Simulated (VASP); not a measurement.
# Ta2N (P-3m1) in VASP: settings compared, part 2 of 2

VASP 6.6.1. Earlier steps stand in the parts before.

## Step 4: Single point, BLYP+D3(BJ), non-collinear spin, zero start, spin-orbit coupling

File INCAR:

```
  PREC = Accurate
  ENCUT = 600
  EDIFF = 1E-6
  ISMEAR = -5
  SIGMA = 0.05
  LREAL = F
  LASPH = T
  NELM = 200
  ALGO = Normal
  ISIF = 2
  LWAVE = F
  LCHARG = T
  MAGMOM = 0 0 0 0 0 0 0 0 0
  LORBIT = 11
  LSORBIT = T
  GGA_COMPAT = F
  LORBMOM = T
  LMAXMIX = 4
  GGA = B5
  ALDAX = 1.0
  AGGAX = 1.0
  AGGAC = 1.0
  ALDAC = 0.0
  IVDW = 12
  VDW_S6 = 1.0
  VDW_S8 = 2.6996
  VDW_A1 = 0.4298
  VDW_A2 = 4.2359
  LVHAR = T
  NBANDS = 40
```

File KPOINTS:

```
Automatic mesh
0
Gamma
  10 10 6
```

File POSCAR:

```
Ta2N
1.0
    3.1128615100      0.0000000000      0.0000000000
   -1.5564307550      2.6958171461      0.0000000000
    0.0000000000      0.0000000000      4.8698410000
Ta N
2 1
Direct
    0.3333333333      0.6666666667      0.2547110000
    0.6666666667      0.3333333333      0.7452890000
    0.0000000000      0.0000000000      0.0000000000
```

Potentials or basis: VASP PAW PBE potentials, release 64 (Ta_pv, N).

Launch:

```sh
$ cat potpaw_PBE.64/Ta_pv/POTCAR potpaw_PBE.64/N/POTCAR > POTCAR
$ mpirun -np 1 vasp_ncl > vasp.out
```

OUTCAR:

```text
PREC = Accurate
   ENCUT = 600
   EDIFF = 1E-6
   ISMEAR = -5
   LREAL = F
   LASPH = T
   NELM = 200
   ISIF = 2
   LORBIT = 11
   LSORBIT = T
   GGA = B5
   IVDW = 12
 IVDW          = 12

 ion  position               nearest neighbor table
   1  0.333  0.667  0.255-   3 2.18   3 2.18   3 2.18   2 2.99   2 2.99   2 2.99   2 3.06   2 3.06
                             2 3.06
   2  0.667  0.333  0.745-   3 2.18   3 2.18   3 2.18   1 2.99   1 2.99   1 2.99   1 3.06   1 3.06
                             1 3.06
   3  0.000  0.000  0.000-   1 2.18   2 2.18   1 2.18   2 2.18   2 2.18   1 2.18

  LATTYP: Found a hexagonal cell.
 ALAT       =     3.1128615100
 C/A-ratio  =     1.5644258456

  Lattice vectors:

 A1 = (   3.1128615100,   0.0000000000,   0.0000000000)
 A2 = (  -1.5564307550,   2.6958171461,   0.0000000000)
 A3 = (   0.0000000000,   0.0000000000,   4.8698410000)

Analysis of symmetry for initial positions (statically):
=====================================================================
 Subroutine PRICEL returns:
 Original cell was already a primitive cell.

 Routine SETGRP: Setting up the symmetry group for a
 hexagonal supercell.

 Subroutine GETGRP returns: Found 12 space group operations
 (whereof 12 operations were pure point group operations)
 out of a pool of 24 trial point group operations.

The static configuration has the point symmetry D_3d.

Analysis of symmetry for dynamics (positions and initial velocities):
=====================================================================
 Subroutine PRICEL returns:
 Original cell was already a primitive cell.

 Routine SETGRP: Setting up the symmetry group for a
 hexagonal supercell.

 Subroutine GETGRP returns: Found 12 space group operations
 (whereof 12 operations were pure point group operations)
 out of a pool of 24 trial point group operations.

The dynamic configuration has the point symmetry D_3d.

Analysis of structural, dynamic, and magnetic symmetry:
=====================================================================
 Subroutine PRICEL returns:
 Original cell was already a primitive cell.

 Routine SETGRP: Setting up the symmetry group for a
 hexagonal supercell.

 Subroutine GETGRP returns: Found 12 space group operations
 (whereof 12 operations were pure point group operations)
 out of a pool of 24 trial point group operations.

The overall configuration has the point symmetry D_3d.

 Subroutine INISYM returns: Found 12 space group operations
 (whereof 12 operations are pure point group operations),
 and found     1 'primitive' translations

----------------------------------------------------------------------------------------

                                     Primitive cell

  volume of cell :      40.8663

  direct lattice vectors                    reciprocal lattice vectors
     3.112861510  0.000000000  0.000000000     0.321247828  0.185472520  0.000000000
    -1.556430755  2.695817146  0.000000000     0.000000000  0.370945040  0.000000000
     0.000000000  0.000000000  4.869841000     0.000000000  0.000000000  0.205345513

  length of vectors
[... 1158 lines left out ...]

 Edisp (eV)   -3.69051

 E8    (eV) :    -2.8524

  FORCE on cell =-STRESS in cart. coord.  units (eV):
  Direction    XX          YY          ZZ          XY          YZ          ZX
  --------------------------------------------------------------------------------------
  -------------------------------------------------------------------------------------
  Total      -1.41113    -1.41113    -1.34148     0.00000     0.00000     0.00000
  in kB     -55.32400   -55.32400   -52.59333     0.00000     0.00000     0.00000
  external pressure =      -54.41 kB  Pullay stress =        0.00 kB

 VOLUME and BASIS-vectors are now :
 -----------------------------------------------------------------------------
  energy-cutoff  :      600.00
  volume of cell :       40.87
      direct lattice vectors                 reciprocal lattice vectors
     3.112861510  0.000000000  0.000000000     0.321247828  0.185472520  0.000000000
    -1.556430755  2.695817146  0.000000000     0.000000000  0.370945040  0.000000000
     0.000000000  0.000000000  4.869841000     0.000000000  0.000000000  0.205345513

 POSITION                                       TOTAL-FORCE (eV/Angst)
 -----------------------------------------------------------------------------------
     -0.00000      1.79721      1.24040         0.000000      0.000000      0.467021
      1.55643      0.89861      3.62944        -0.000000      0.000000     -0.467021
      0.00000      0.00000      0.00000        -0.000000      0.000000      0.000000
 -----------------------------------------------------------------------------------
    total drift:                                0.000000     -0.000000      0.000000

  FREE ENERGIE OF THE ION-ELECTRON SYSTEM (eV)
  ---------------------------------------------------
  free  energy   TOTEN  =       -35.8674957036 eV

  energy  without entropy=      -35.8674957036  energy(sigma->0) =      -35.86749570

 orbital moment (x)

 # of ion     p       d       tot
 ----------------------------------------
  1        -0.000  -0.000  -0.000
  2        -0.000  -0.000  -0.000
  3        -0.000   0.000  -0.000
 ----------------------------------------
           -0.000  -0.000  -0.000

 orbital moment (y)

 # of ion     p       d       tot
 ----------------------------------------
  1         0.000  -0.000  -0.000
  2         0.000  -0.000  -0.000
  3         0.000   0.000   0.000
 ----------------------------------------
            0.000  -0.000  -0.000

 orbital moment (z)

 # of ion     p       d       tot
 ----------------------------------------
  1         0.000   0.000   0.000
  2         0.000   0.000   0.000
  3         0.000   0.000   0.000
 ----------------------------------------
            0.000   0.000   0.000

 Spin-Orbit-Coupling matrix elements

 Ion:    1  E_soc:     -1.3782769
 l=   1
     0.0000000    -0.2080621    -0.2085003
    -0.2080621     0.0000000    -0.2080621
    -0.2085003    -0.2080621     0.0000000
 l=   2
     0.0000000    -0.0040202     0.0000000    -0.0040202    -0.0166800
    -0.0040202     0.0000000    -0.0137106    -0.0043321    -0.0040202
     0.0000000    -0.0137106     0.0000000    -0.0137106     0.0000000
    -0.0040202    -0.0043321    -0.0137106     0.0000000    -0.0040202
    -0.0166800    -0.0040202     0.0000000    -0.0040202     0.0000000
 l=   3
     0.0000000     0.0000000     0.0000000     0.0000000     0.0000000     0.0000000     0.0000000
     0.0000000     0.0000000     0.0000000     0.0000000     0.0000000     0.0000000     0.0000000
     0.0000000     0.0000000     0.0000000     0.0000000     0.0000000     0.0000000     0.0000000
     0.0000000     0.0000000     0.0000000     0.0000000     0.0000000     0.0000000     0.0000000
[... 29 lines left out ...]
 l=   2
     0.0000000     0.0000000     0.0000000     0.0000000     0.0000000
     0.0000000     0.0000000     0.0000000     0.0000000     0.0000000
     0.0000000     0.0000000     0.0000000     0.0000000     0.0000000
     0.0000000     0.0000000     0.0000000     0.0000000     0.0000000
     0.0000000     0.0000000     0.0000000     0.0000000     0.0000000
 l=   3
     0.0000000     0.0000000     0.0000000     0.0000000     0.0000000     0.0000000     0.0000000
     0.0000000     0.0000000     0.0000000     0.0000000     0.0000000     0.0000000     0.0000000
     0.0000000     0.0000000     0.0000000     0.0000000     0.0000000     0.0000000     0.0000000
     0.0000000     0.0000000     0.0000000     0.0000000     0.0000000     0.0000000     0.0000000
     0.0000000     0.0000000     0.0000000     0.0000000     0.0000000     0.0000000     0.0000000
     0.0000000     0.0000000     0.0000000     0.0000000     0.0000000     0.0000000     0.0000000
     0.0000000     0.0000000     0.0000000     0.0000000     0.0000000     0.0000000     0.0000000

 total charge

# of ion       s       p       d       tot
------------------------------------------
    1        0.306   6.213   2.394   8.913
    2        0.306   6.213   2.394   8.913
    3        1.244   2.530   0.000   3.774
--------------------------------------------------
tot          1.856  14.956   4.787  21.600

 magnetization (x)

# of ion       s       p       d       tot
------------------------------------------
    1       -0.000   0.000   0.000  -0.000
    2       -0.000   0.000   0.000  -0.000
    3        0.000   0.000   0.000   0.000
--------------------------------------------------
tot         -0.000   0.000   0.000  -0.000

 magnetization (y)

# of ion       s       p       d       tot
------------------------------------------
    1       -0.000   0.000   0.000   0.000
    2        0.000   0.000  -0.000  -0.000
    3        0.000   0.000   0.000   0.000
--------------------------------------------------
tot          0.000   0.000   0.000   0.000

 magnetization (z)

# of ion       s       p       d       tot
------------------------------------------
    1        0.000   0.000   0.000   0.000
    2        0.000   0.000   0.000   0.000
    3        0.000  -0.000   0.000  -0.000
--------------------------------------------------
tot          0.000  -0.000   0.000  -0.000
```

Run time: 2.8 min. Hardware: 1 thread of Intel Xeon 6975P-C (Granite Rapids), shared host; peak memory 0.44 GiB.

Results:

```yaml
Free_energy: -35.8675 eV
Pressure: -5.4 GPa
Largest_force: 0.467 eV/Å
Net_moment: 0.00 μB per cell
Valence_electrons_inside_the_program's_atomic_spheres: Ta 8.91; N 3.77
Dispersion_energy_per_atom: -1.230 eV
```

Forces on the atoms (eV/Å):
```
Ta   0.000  0.000  0.467
Ta   0.000  0.000 -0.467
N    0.000  0.000  0.000
```

Moments on the atoms (μB; x, y, z):
```
Ta  0.00 0.00 0.00
Ta  0.00 0.00 0.00
N   0.00 0.00 0.00
```

Caveat: the cell stands under tension; the dispersion term is far too large for a dense solid, which distorts pressure and volume; the PAW data sets were made with another functional, which shifts forces and pressure a little.

## Step 5: Single point, r2SCAN+rVV10

This run uses another cell than the first one, of 13.26 Å³/atom.

File POSCAR:

```
Ta2N
1.0
    3.0633199728      0.0000000000      0.0000000000
   -1.5316599864      2.6529129164      0.0000000000
    0.0000000000      0.0000000000      4.8942444362
Ta N
2 1
Direct
    0.3333333333      0.6666666667      0.2575402749
    0.6666666667      0.3333333333      0.7424597251
    0.0000000000      0.0000000000      0.0000000000
```

File INCAR.step1:

```
SYSTEM = Ta2N
PREC     = Accurate       ! precision mode
ENCUT    = 770            ! plane-wave cutoff, eV
ISMEAR   = -1             ! smearing method
SIGMA    = 0.05           ! smearing width, eV
LREAL    = .False.        ! projectors in reciprocal space
LASPH    = .True.         ! aspherical terms in the spheres
NELM     = 120            ! most SCF steps
NBANDS   = 22             ! bands
GGA      = PE             ! functional
ALGO     = Normal         ! electronic algorithm
EDIFF    = 1E-5           ! SCF threshold, eV
LWAVE    = .True.         ! write WAVECAR
LCHARG   = .False.        ! write CHGCAR
GGA_COMPAT= .False.
```

File INCAR.step2:

```
SYSTEM = Ta2N
PREC     = Accurate       ! precision mode
ENCUT    = 770            ! plane-wave cutoff, eV
EDIFF    = 1E-6           ! SCF threshold, eV
ISMEAR   = -1             ! smearing method
SIGMA    = 0.05           ! smearing width, eV
LREAL    = .False.        ! projectors in reciprocal space
LASPH    = .True.         ! aspherical terms in the spheres
NELM     = 120            ! most SCF steps
ALGO     = Normal         ! electronic algorithm
ISIF     = 2              ! what is computed and relaxed
LWAVE    = .False.        ! write WAVECAR
LCHARG   = .True.         ! write CHGCAR
METAGGA  = R2SCAN         ! meta-GGA
LMIXTAU  = .True.       
LUSE_VDW = .True.       
IVDW_NL  = 2            
BPARAM   = 11.95        
CPARAM   = 0.0093       
LELF     = .True.         ! ELF
LVHAR    = .True.       
NBANDS   = 22             ! bands
ISTART   = 1            
GGA_COMPAT= .False.
```

File KPOINTS:

```
Automatic mesh
0
Gamma
  10 10 6
  0 0 0
```

Potentials or basis: VASP PAW PBE potentials, release 64 (Ta_sv_GW, N).

Launch:

```sh
$ cat potpaw_PBE.64/Ta_sv_GW/POTCAR potpaw_PBE.64/N/POTCAR > POTCAR
$ cp INCAR.step1 INCAR
$ mpirun -np 1 vasp_std > vasp.out
$ cp INCAR.step2 INCAR
$ mpirun -np 1 vasp_std > vasp.out
```

Run time: 6.5 min. Hardware: 1 thread of Intel Xeon Platinum 8488C (Sapphire Rapids), shared host; peak memory 0.41 GiB.

The run converged. Its results:

```
Free energy            : -113.3119 eV
Pressure               : 0.2 GPa
Largest force          : 0.052 eV/Å
Band gap on the k mesh : zero (an odd number of electrons rules out a gap without spin polarisation)
```

Forces on the atoms (eV/Å):
```
Ta   0.000  0.000  0.052
Ta   0.000  0.000 -0.052
N    0.000  0.000  0.000
```

Levels at points of the mesh, in eV from the Fermi level:
| k point | band 13 | band 14 | band 15 | band 16 | band 17 | band 18 | band 19 | band 20 |
| --- | --- | --- | --- | --- | --- | --- | --- | --- |
| (0.00, 0.00, 0.00) | -5.50 | -0.86 | -0.23 | -0.23 | 0.05 | 0.54 | 0.54 | 1.14 |
| (0.50, 0.00, 0.00) | -4.91 | -2.95 | -1.56 | 1.53 | 2.17 | 4.19 | 4.27 | 4.46 |
| (0.00, 0.00, 0.50) | -3.38 | -3.03 | -1.06 | -1.06 | 1.73 | 2.38 | 2.53 | 2.53 |
| (0.50, 0.00, 0.50) | -3.56 | -2.49 | -2.30 | -0.65 | 0.74 | 3.79 | 4.01 | 4.39 |

Caveat: the PAW data sets were made with another functional, which shifts forces and pressure a little; spin-orbit coupling is left out, which moves the levels of the heavy elements.

## Step 6: Single point, PBEsol, non-collinear spin, zero start, spin-orbit coupling

File INCAR:

```
SYSTEM = Ta2N
PREC     = Accurate       ! precision mode
ENCUT    = 700            ! plane-wave cutoff, eV
EDIFF    = 1E-6           ! SCF threshold, eV
ISMEAR   = -1             ! smearing method
SIGMA    = 0.05           ! smearing width, eV
LREAL    = .FALSE.        ! projectors in reciprocal space
LASPH    = .TRUE.         ! aspherical terms in the spheres
NELM     = 200            ! most SCF steps
ALGO     = Normal         ! electronic algorithm
ISIF     = 2              ! what is computed and relaxed
LWAVE    = .FALSE.        ! write WAVECAR
LCHARG   = .FALSE.        ! write CHGCAR
MAGMOM   = 0 0 0 0 0 0 0 0 0 ! initial moments
LORBIT   = 11             ! projections on sites
LSORBIT  = .TRUE.         ! spin-orbit coupling
GGA_COMPAT= .FALSE.      
LORBMOM  = .TRUE.       
LMAXMIX  = 4              ! l up to which the mixer works
GGA      = PS             ! functional
NBANDS   = 44             ! bands
```

File KPOINTS:

```
Automatic mesh
0
G
  7 7 5
  0 0 0
```

File POSCAR:

```
Ta2N
1.0
    3.1128615060      0.0000000000      0.0000000000
   -1.5564307530      2.6958171426      0.0000000000
    0.0000000000      0.0000000000      4.8698410000
Ta N
2 1
Direct
    0.3333333333      0.6666666667      0.2547110000
    0.6666666667      0.3333333333      0.7452890000
    0.0000000000      0.0000000000      0.0000000000
```

Potentials or basis: VASP PAW PBE potentials, release 64 (Ta_sv_GW, N).

Launch:

```sh
$ cat potpaw_PBE.64/Ta_sv_GW/POTCAR potpaw_PBE.64/N/POTCAR > POTCAR
$ mpirun -np 1 vasp_ncl > vasp.out
```

Wall time 5.9 min (1 thread of AMD EPYC 7R43 (Zen 3), shared host); peak memory 0.34 GiB.

The run converged. Its results:

```
Free energy                                           : -44.3294 eV
Pressure                                              : -9.0 GPa
Largest force                                         : 0.224 eV/Å
Net moment                                            : 0.00 μB per cell
Valence electrons inside the program's atomic spheres : Ta 11.71; N 3.69
```

Forces on the atoms (eV/Å):
```
Ta   0.000  0.000 -0.224
Ta   0.000  0.000  0.224
N    0.000  0.000  0.000
```

Stress tensor (GPa, compression positive):
```
-8.86  0.00  0.00
 0.00 -8.86  0.00
 0.00  0.00 -9.32
```

Moments on the atoms (μB; x, y, z):
```
Ta  0.00 0.00 0.00
Ta  0.00 0.00 0.00
N   0.00 0.00 0.00
```

Caveat: the cell stands under tension; the PAW data sets were made with another functional, which shifts forces and pressure a little.

## Step 7: Overview

| level | potentials or basis | spin | cell | k mesh | cutoff (eV) | smearing | grid for exact exchange (PRECFOCK) | share of exact exchange | screening parameter | gap on the mesh (eV) | pressure (GPa) | moment (μB) | largest force (eV/Å) |
| --- | --- | --- | --- | --- | --- | --- | --- | --- | --- | --- | --- | --- | --- |
| HSE06 | VASP PAW PBE potentials, release 64 (Ta_pv, N) | off | a = 3.113, b = 3.113, c = 4.870 Å, angles 90.0, 90.0, 120.0°, 3 atoms, atomic positions A | 5 × 5 × 3 | 520 | fermi-dirac 0.1 eV | Normal | 0.25 | 0.2079 1/Å | none | -8.0 | - | 0.77 |
| r2SCAN | VASP PAW PBE potentials, release 64 (Ta_sv_GW, N) | off | a = 3.006, b = 3.006, c = 4.818 Å, angles 90.0, 90.0, 120.0°, 3 atoms, atomic positions B | 10 × 10 × 6 | 770 | fermi-dirac 0.05 eV | - | - | - | none | 19.9 | - | 0.06 |
| BLYP+D3(BJ) | VASP PAW PBE potentials, release 64 (Ta_pv, N) | non-collinear, zero start, SOC | a = 3.113, b = 3.113, c = 4.870 Å, angles 90.0, 90.0, 120.0°, 3 atoms, atomic positions A | 10 × 10 × 6 | 600 | tetrahedron | - | - | - | - | -5.4 | 0.00 | 0.47 |
| r2SCAN+rVV10 | VASP PAW PBE potentials, release 64 (Ta_sv_GW, N) | off | a = 3.063, b = 3.063, c = 4.894 Å, angles 90.0, 90.0, 120.0°, 3 atoms, atomic positions C | 10 × 10 × 6 | 770 | fermi-dirac 0.05 eV | - | - | - | none | 0.2 | - | 0.05 |
| PBEsol | VASP PAW PBE potentials, release 64 (Ta_sv_GW, N) | non-collinear, zero start, SOC | a = 3.113, b = 3.113, c = 4.870 Å, angles 90.0, 90.0, 120.0°, 3 atoms, atomic positions A | 7 × 7 × 5 | 700 | fermi-dirac 0.05 eV | - | - | - | - | -9.0 | 0.00 | 0.22 |

Alike in all rows: task single point.

Caveats: some runs use coarse meshes; the PAW data sets were made with another functional, which shifts forces and pressure a little; spin-orbit coupling is left out, which moves the levels of the heavy elements (at least some runs); the cell stands under tension (at least some runs); the cell stands under pressure (at least some runs); the dispersion term is far too large for a dense solid, which distorts pressure and volume (at least some runs).

Absolute energies hang on the potentials; compare differences alone.
